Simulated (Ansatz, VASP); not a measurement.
**Two plane-wave programs on NbSi**

```
CELL_PARAMETERS angstrom
4.40767 0.00000 0.00000
-2.20383 3.81715 0.00000
0.00000 0.00000 4.99881
ATOMIC_POSITIONS crystal
Nb 0.33333 0.66667 0.93800
Nb 0.66667 0.33333 0.43800
Si 0.33333 0.66667 0.43800
Si 0.66667 0.33333 0.93800
```

Alike in both runs: functional PBE; k mesh 10 × 10 × 6; occupations fermi-dirac, width 0.03 eV; no spin polarisation.

Ansatz relaxed the structure, and its values are those at the end. VASP's run is a single point on that final structure, the one shown.

```csv
,VASP,Ansatz
version,VASP 6.6.1,Ansatz 0.2.0
potentials or method,"VASP PAW PBE potentials, release 64 (Nb_sv, Si)","PAW with Ansatz's default frozen-core files, scalar-relativistic"
plane-wave cutoff (eV),520,420
valence electrons in the cell,34,34
```

Ansatz gave:

| Quantity | Value |
| --- | --- |
| pressure (GPa) | 0.0 |

What did VASP give for the same quantities?

Pressure (GPa): -0.1.
